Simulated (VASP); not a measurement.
# Al in VASP: further runs, part 2 of 2

VASP 6.6.1. The steps go on from the part before.

### 3 Single point, PBE

This run uses another cell than the first one, of 16.65 Å³/atom.

File INCAR:

```
SYSTEM = Al
PREC     = Accurate       ! precision mode
ENCUT    = 520            ! plane-wave cutoff, eV
EDIFF    = 1E-7           ! SCF threshold, eV
ISMEAR   = 0              ! smearing method
SIGMA    = 0.1            ! smearing width, eV
LREAL    = .FALSE.        ! projectors in reciprocal space
LASPH    = .TRUE.         ! aspherical terms in the spheres
NELM     = 60             ! most SCF steps
ALGO     = Fast           ! electronic algorithm
ISIF     = 2              ! what is computed and relaxed
LWAVE    = .FALSE.        ! write WAVECAR
LCHARG   = .FALSE.        ! write CHGCAR
GGA      = PE             ! functional
NBANDS   = 10             ! bands
```

File KPOINTS:

```
regular mesh
0
G
  22 22 12
  0 0 0
```

File POSCAR:

```
Al
1.0
    1.4254871154     -2.4689900303      0.0000000000
    1.4254871154      2.4689900303      0.0000000000
    0.0000000000      0.0000000000      4.7293618874
Al
2
Direct
    0.3333066420      0.6666933580      0.2500000000
    0.6666933580      0.3333066420      0.7500000000
```

Potentials or basis: VASP PAW PBE potentials, release 64 (Al).

Started as:

```bash
cat potpaw_PBE.64/Al/POTCAR > POTCAR
mpirun -np 1 vasp_std > vasp.out
```

OUTCAR:

```text
SYSTEM = Al
   PREC = Accurate
   ENCUT = 520
   EDIFF = 1E-7
   ISMEAR = 0
   LREAL = .FALSE.
   LASPH = .TRUE.
   NELM = 60
   ISIF = 2
   GGA = PE

 ion  position               nearest neighbor table
   1  0.333  0.667  0.250-   2 2.88   2 2.88   2 2.88   2 2.88   2 2.88   2 2.88
   2  0.667  0.333  0.750-   1 2.88   1 2.88   1 2.88   1 2.88   1 2.88   1 2.88

  LATTYP: Found a hexagonal cell.
 ALAT       =     2.8509516457
 C/A-ratio  =     1.6588713087

  Lattice vectors:

 A1 = (   1.4254871154,  -2.4689900303,   0.0000000000)
 A2 = (   1.4254871154,   2.4689900303,   0.0000000000)
 A3 = (   0.0000000000,   0.0000000000,   4.7293618874)

Analysis of symmetry for initial positions (statically):
=====================================================================
 Subroutine PRICEL returns:
 Original cell was already a primitive cell.

 Routine SETGRP: Setting up the symmetry group for a
 hexagonal supercell.

 Subroutine GETGRP returns: Found  8 space group operations
 (whereof  4 operations were pure point group operations)
 out of a pool of 24 trial point group operations.

The static configuration has the point symmetry C_2h.
 The point group associated with its full space group is D_2h.

Analysis of symmetry for dynamics (positions and initial velocities):
=====================================================================
 Subroutine PRICEL returns:
 Original cell was already a primitive cell.

 Routine SETGRP: Setting up the symmetry group for a
 hexagonal supercell.

 Subroutine GETGRP returns: Found  8 space group operations
 (whereof  4 operations were pure point group operations)
 out of a pool of 24 trial point group operations.

The dynamic configuration has the point symmetry C_2h.
 The point group associated with its full space group is D_2h.

 Subroutine INISYM returns: Found  8 space group operations
 (whereof  4 operations are pure point group operations),
 and found     1 'primitive' translations

[... 123 lines left out ...]
   LEPSILON=     F    determine dielectric tensor
   LRPA    =     F    only Hartree local field effects (RPA)
 non-spin polarized calculation
 RMM-DIIS sequential band-by-band and
 Gauss-broadening in eV      SIGMA  =   0.10
  energy-cutoff  :      520.00
  volume of cell :       33.29
 maximum number of plane-waves:       913
 NGX is ok and might be reduce to    24

 number of electron       6.0000000 magnetization

 Free energy of the ion-electron system (eV)
  ---------------------------------------------------
  ext. energy  EPLUGINS =         0.00000000
  ---------------------------------------------------
  free energy    TOTEN  =        -7.43036861 eV

  energy without entropy =       -7.42656321  energy(sigma->0) =       -7.42846591

 E-fermi :   7.8994     XC(G=0): -10.1665

 val. band max:        7.8864660220   @ k =  -0.4091   0.3636   0.4167
 cond. band min:       7.9011433471   @ k =   0.3636   0.3636   0.5000
 fundamental gap:      0.0146773251
 Fermi energy:         7.8994081039

 k-point     1 :       0.0000    0.0000    0.0000
  band No.  band energies     occupation
      1      -3.1675      2.00000
      2       3.2729      2.00000
      3       3.3460      2.00000
      4      18.6594      0.00000
      5      18.6599      0.00000
      6      19.0406      0.00000
      7      19.0407      0.00000
      8      19.7650      0.00000
      9      21.6184      0.00000
     10      22.0417      0.00000
[... 287 lines left out ...]
 k-point    24 :       0.0455    0.0455    0.0000
  band No.  band energies     occupation
      1      -3.0171      2.00000
      2       3.4129      2.00000
      3       3.4932      2.00000
      4      16.6263      0.00000
      5      16.6348      0.00000
      6      19.3337      0.00000
      7      19.8762      0.00000
      8      20.8136      0.00000
      9      21.4622      0.00000
     10      21.9856      0.00000

 [... further k-points ...]

------------------------ aborting loop because EDIFF is reached ----------------------------------------

  FORCE on cell =-STRESS in cart. coord.  units (eV):
  Direction    XX          YY          ZZ          XY          YZ          ZX
  --------------------------------------------------------------------------------------
  -------------------------------------------------------------------------------------
  Total       -0.0087288     -0.0086127     -0.0055988      0.0000000      0.0000000      0.0000000
  in kB       -0.4200985     -0.4145118     -0.2694565      0.0000000      0.0000000      0.0000000
  external PRESSURE =      -0.3680222 kB  Pullay stress =       0.0000000 kB

 VOLUME and BASIS-vectors are now :
 -----------------------------------------------------------------------------
  energy-cutoff  :      520.00
  volume of cell :       33.29
      direct lattice vectors                 reciprocal lattice vectors
     1.425487115 -2.468990030  0.000000000     0.350757292 -0.202511956  0.000000000
     1.425487115  2.468990030  0.000000000     0.350757292  0.202511956  0.000000000
     0.000000000  0.000000000  4.729361887     0.000000000  0.000000000  0.211445016

 POSITION                                       TOTAL-FORCE (eV/Angst)
 -----------------------------------------------------------------------------------
      1.42549      0.82313      1.18234         0.000000     -0.000247     -0.000000
      1.42549     -0.82313      3.54702         0.000000      0.000247      0.000000
 -----------------------------------------------------------------------------------
    total drift:                                0.000000      0.000000     -0.000000

  FREE ENERGIE OF THE ION-ELECTRON SYSTEM (eV)
  ---------------------------------------------------
  free  energy   TOTEN  =        -7.4303686126 eV

  energy  without entropy=       -7.4265632102  energy(sigma->0) =       -7.42846591
```

OSZICAR:

```text
N       E                     dE             d eps       ncg     rms          rms(c)
DAV:   1    -0.181784002796E+00   -0.18178E+00   -0.23342E+03 18628   0.473E+02
DAV:   2    -0.731871952439E+01   -0.71369E+01   -0.68609E+01 24710   0.536E+01
DAV:   3    -0.747760832767E+01   -0.15889E+00   -0.15751E+00 24300   0.642E+00
DAV:   4    -0.747829074148E+01   -0.68241E-03   -0.68235E-03 21952   0.475E-01
DAV:   5    -0.747829649933E+01   -0.57579E-05   -0.57591E-05 22290   0.453E-02    0.179E+00
RMM:   6    -0.745030831244E+01    0.27988E-01   -0.27406E-03 18826   0.313E-01    0.105E+00
RMM:   7    -0.743040710849E+01    0.19901E-01   -0.82118E-03 19467   0.520E-01    0.149E-01
RMM:   8    -0.743036737592E+01    0.39733E-04   -0.30209E-04 20528   0.119E-01    0.181E-02
RMM:   9    -0.743037062585E+01   -0.32499E-05   -0.46632E-05 21499   0.471E-02    0.183E-02
RMM:  10    -0.743037148684E+01   -0.86099E-06   -0.79021E-06 21725   0.196E-02    0.326E-02
RMM:  11    -0.743036933735E+01    0.21495E-05   -0.16904E-06 21849   0.789E-03    0.342E-02
RMM:  12    -0.743036861488E+01    0.72247E-06   -0.42722E-07 20549   0.417E-03    0.118E-02
RMM:  13    -0.743036861260E+01    0.22719E-08   -0.11240E-07 17074   0.193E-03
   1 F= -.74303686E+01 E0= -.74284659E+01  d E =-.380540E-02
```

stdout:

```text
POSCAR found type information on POSCAR Al
 POSCAR found :  1 types and       2 ions
 scaLAPACK will be used
 LDA part: xc-table for (Slater+PW92), standard interpolation
 POSCAR, INCAR and KPOINTS ok, starting setup
 FFT: planning ... GRIDC
 FFT: planning ... GRID_SOFT
 FFT: planning ... GRID
 WAVECAR not read
 entering main loop
```

Wall time 2.5 min (1 thread of AMD EPYC 9R45 (Zen 5), shared host); peak memory 0.32 GiB.

What came out:

* Free energy: -7.4304 eV
* Pressure: 0.0 GPa
* Band gap on the k mesh: zero (bands 3 and 4 overlap by 7.24 eV)

### 4 Single point, PBE

This run uses another cell than the first one: it holds 8 atoms, not 2.

File INCAR:

```
SYSTEM = Al
PREC = Accurate ; ENCUT = 520
EDIFF = 1E-6 ; ISMEAR = 0
SIGMA = 0.2 ; LREAL = .FALSE.
LASPH = .TRUE. ; NELM = 60
ALGO = Fast ; ISIF = 2
LWAVE = .FALSE. ; LCHARG = .FALSE.
GGA = PE ; NBANDS = 22
```

File KPOINTS:

```
Automatic mesh
0
G
  6 6 6
  0 0 0
```

File POSCAR:

```
Al
1.0
    5.6229820880     -0.0004742305     -0.0020736105
    2.8113745724      5.0142473081     -0.0101360856
    2.8084081704     -0.0088402443      4.7107482362
Al
8
Direct
    0.0414338296     -0.0827277633     -0.0000834746
    1.0414015578      0.4172760666     -0.0000165512
    0.9585743149      0.0827411686      0.5000609055
    0.9585791428      0.5827491255      0.5000513599
    0.4586055223      0.5827189493      0.5000412933
    0.4585705647      0.0827300214      0.5000606988
    0.5414088574      0.4172527810     -0.0000277627
    0.5414262104     -0.0827403490     -0.0000864690
```

Potentials or basis: VASP PAW PBE potentials, release 64 (Al).

Started as:

```bash
cat potpaw_PBE.64/Al/POTCAR > POTCAR
mpirun -np 1 vasp_std > vasp.out
```

OUTCAR:

```text
SYSTEM = Al
   PREC = Accurate
   ENCUT = 520
   EDIFF = 1E-6
   ISMEAR = 0
   LREAL = .FALSE.
   LASPH = .TRUE.
   NELM = 60
   ISIF = 2
   GGA = PE

 ion  position               nearest neighbor table
   1  0.041  0.917  1.000-   8 2.81   8 2.81   3 2.86   6 2.87   3 2.87   6 2.87   2 2.87   2 2.87
                             7 2.87   7 2.87   5 2.89   4 2.90
   2  0.041  0.417  1.000-   7 2.81   7 2.81   4 2.86   5 2.87   4 2.87   5 2.87   1 2.87   1 2.87
                             8 2.87   8 2.87   6 2.89   3 2.90
   3  0.959  0.083  0.500-   6 2.81   6 2.81   1 2.86   8 2.87   1 2.87   8 2.87   4 2.87   4 2.87
                             5 2.87   5 2.87   7 2.89   2 2.90
   4  0.959  0.583  0.500-   5 2.81   5 2.81   2 2.86   7 2.87   2 2.87   7 2.87   3 2.87   3 2.87
                             6 2.87   6 2.87   8 2.89   1 2.90
   5  0.459  0.583  0.500-   4 2.81   4 2.81   7 2.86   2 2.87   7 2.87   2 2.87   6 2.87   6 2.87
                             3 2.87   3 2.87   1 2.89   8 2.90
   6  0.459  0.083  0.500-   3 2.81   3 2.81   8 2.86   1 2.87   8 2.87   1 2.87   5 2.87   5 2.87
                             4 2.87   4 2.87   2 2.89   7 2.90
   7  0.541  0.417  1.000-   2 2.81   2 2.81   5 2.86   4 2.87   5 2.87   4 2.87   8 2.87   8 2.87
                             1 2.87   1 2.87   3 2.89   6 2.90
   8  0.541  0.917  1.000-   1 2.81   1 2.81   6 2.86   3 2.87   6 2.87   3 2.87   7 2.87   7 2.87
                             2 2.87   2 2.87   4 2.89   5 2.90

  LATTYP: Found a triclinic cell.
 ALAT       =     5.4893156301
 B/A-ratio  =     1.2512199488
 C/A-ratio  =     1.0243503688
 COS(alpha) =     0.0007797748
 COS(beta)  =     0.5130532050
 COS(gamma) =     0.5869650535

  Lattice vectors:

 A1 = (  -2.8145739176,  -0.0083660138,   4.7128218467)
 A2 = (  -0.0031993452,   5.0058812943,   4.7026857611)
 A3 = (  -5.6229820880,   0.0004742305,   0.0020736105)

Analysis of symmetry for initial positions (statically):
=====================================================================
 Subroutine PRICEL returns:
 Original cell was already a primitive cell.

 Routine SETGRP: Setting up the symmetry group for a
 triclinic supercell.

 Subroutine GETGRP returns: Found  1 space group operations
[... 159 lines left out ...]
   LRPA    =     F    only Hartree local field effects (RPA)
 non-spin polarized calculation
 RMM-DIIS sequential band-by-band and
 Gauss-broadening in eV      SIGMA  =   0.20
  energy-cutoff  :      520.00
  volume of cell :      132.85
 maximum number of plane-waves:      3610
 NGX is ok and might be reduce to    42

 number of electron      24.0000000 magnetization

 Free energy of the ion-electron system (eV)
  ---------------------------------------------------
  ext. energy  EPLUGINS =         0.00000000
  ---------------------------------------------------
  free energy    TOTEN  =       -29.73727953 eV

  energy without entropy =      -29.67630085  energy(sigma->0) =      -29.70679019

 E-fermi :   7.9467     XC(G=0): -10.1747

 val. band max:        7.9459591174   @ k =  -0.3333  -0.3333   0.1667
 cond. band min:       7.9560597085   @ k =   0.1667   0.5000   0.0000
 fundamental gap:      0.0101005910
 Fermi energy:         7.9466702581

 k-point     1 :       0.0000    0.0000    0.0000
  band No.  band energies     occupation
      1      -3.1599      2.00000
      2       2.4684      2.00000
      3       2.7418      2.00000
      4       3.3094      2.00000
      5       3.4199      2.00000
      6       4.1015      2.00000
[... 589 lines left out ...]
     21      12.3834      0.00000
     22      12.7024      0.00000

 [... further k-points ...]

------------------------ aborting loop because EDIFF is reached ----------------------------------------

  FORCE on cell =-STRESS in cart. coord.  units (eV):
  Direction    XX          YY          ZZ          XY          YZ          ZX
  --------------------------------------------------------------------------------------
  -------------------------------------------------------------------------------------
  Total        0.0902410      0.0699537      0.0711846      0.0048176      0.0619716      0.0100067
  in kB        1.0882724      0.8436148      0.8584598      0.0580984      0.7473538      0.1206771
  external PRESSURE =       0.9301157 kB  Pullay stress =       0.0000000 kB

 VOLUME and BASIS-vectors are now :
 -----------------------------------------------------------------------------
  energy-cutoff  :      520.00
  volume of cell :      132.85
      direct lattice vectors                 reciprocal lattice vectors
     5.622982088 -0.000474231 -0.002073611     0.177793994 -0.099899698 -0.106182971
     2.811374572  5.014247308 -0.010136086     0.000016953  0.199422958  0.000364132
     2.808408170 -0.008840244  4.710748236     0.000078299  0.000385122  0.212234545

 POSITION                                       TOTAL-FORCE (eV/Angst)
 -----------------------------------------------------------------------------------
      5.61995      4.59057      4.70097        -0.000570     -0.001555      0.001818
      4.21428      2.08347      4.70635        -0.000476     -0.001521      0.000452
      7.02704      0.41001      2.35283         0.000404      0.001227     -0.001572
      8.43275      2.91717      2.34772         0.000570      0.001239     -0.000991
      5.62129      2.91726      2.34871         0.000018      0.001698     -0.000852
      4.21549      0.41019      2.35387         0.000454      0.001588     -0.001625
      7.02572      2.08311      4.70527        -0.000275     -0.001288      0.000824
      8.43136      4.59027      4.69992        -0.000125     -0.001388      0.001947
 -----------------------------------------------------------------------------------
    total drift:                                0.000000      0.000000      0.000000

  FREE ENERGIE OF THE ION-ELECTRON SYSTEM (eV)
  ---------------------------------------------------
  free  energy   TOTEN  =       -29.7372795270 eV

  energy  without entropy=      -29.6763008482  energy(sigma->0) =      -29.70679019
```

stdout:

```text
POSCAR found type information on POSCAR Al
 POSCAR found :  1 types and       8 ions
 scaLAPACK will be used
 LDA part: xc-table for (Slater+PW92), standard interpolation
 POSCAR, INCAR and KPOINTS ok, starting setup
 FFT: planning ... GRIDC
 FFT: planning ... GRID_SOFT
 FFT: planning ... GRID
 WAVECAR not read
 entering main loop
```

Wall time 3.3 min (1 thread of AMD EPYC 9R45 (Zen 5), shared host); peak memory 0.37 GiB.

Results:

```yaml
Free_energy: -29.7373 eV
Pressure: 0.1 GPa
Band_gap_on_the_k_mesh: zero (bands 12 and 13 overlap by 5.48 eV)
```

Forces on the atoms (eV/Å):
```
Al  -0.001 -0.002  0.002
Al   0.000 -0.002  0.000
Al   0.000  0.001 -0.002
Al   0.001  0.001 -0.001
Al   0.000  0.002 -0.001
Al   0.000  0.002 -0.002
Al   0.000 -0.001  0.001
Al   0.000 -0.001  0.002
```

Levels at points of the mesh, in eV from the Fermi level:
```tsv
k point	band 9	band 10	band 11	band 12	band 13	band 14	band 15	band 16
(0.00, 0.00, 0.00)	-3.82	-3.12	-3.10	-3.09	-3.07	0.37	0.87	1.36
(0.50, 0.00, 0.00)	-0.65	-0.65	-0.17	-0.17	0.33	0.33	2.19	2.19
(0.00, 0.50, 0.00)	-3.11	-3.11	0.38	0.38	0.41	0.41	1.04	1.04
(0.50, 0.50, 0.00)	-0.67	-0.67	-0.18	-0.18	0.31	0.31	2.26	2.26
(0.00, 0.00, 0.50)	-3.43	-3.38	0.70	0.70	1.08	1.08	1.53	1.53
(0.50, 0.00, 0.50)	-0.67	-0.67	-0.18	-0.18	0.32	0.32	2.26	2.26
(0.00, 0.50, 0.50)	-0.79	-0.79	-0.30	-0.30	0.54	0.54	2.99	2.99
(0.50, 0.50, 0.50)	-0.64	-0.64	-0.18	-0.18	0.35	0.35	2.19	2.19
```

### 5 The runs side by side

```tsv
cell	k mesh	smearing	further INCAR settings	gap on the mesh (eV)	pressure (GPa)
a = 2.874, b = 2.874, c = 4.712 Å, angles 90.0, 90.0, 121.4°, 2 atoms, atomic positions A	8 × 8 × 4	gaussian 0.1 eV	ALGO = Fast; EDIFF = 1e-06; NBANDS = 10	none	0.2
a = 2.851, b = 2.851, c = 4.729 Å, angles 90.0, 90.0, 120.0°, 2 atoms, atomic positions A	22 × 22 × 12	gaussian 0.1 eV	ALGO = Fast; EDIFF = 1e-07; NBANDS = 10	none	0.0
a = 5.623, b = 5.749, c = 5.484 Å, angles 75.7, 59.2, 60.7°, 8 atoms, atomic positions B	6 × 6 × 6	gaussian 0.2 eV	ALGO = Fast; EDIFF = 1e-06; NBANDS = 22	none	0.1
```

Alike in all rows: task single point; level PBE; potentials or basis VASP PAW PBE potentials, release 64 (Al); no spin polarisation; cutoff (eV) 520.

Total energies depend on the potentials used, so only differences within one code and one set of settings carry meaning.
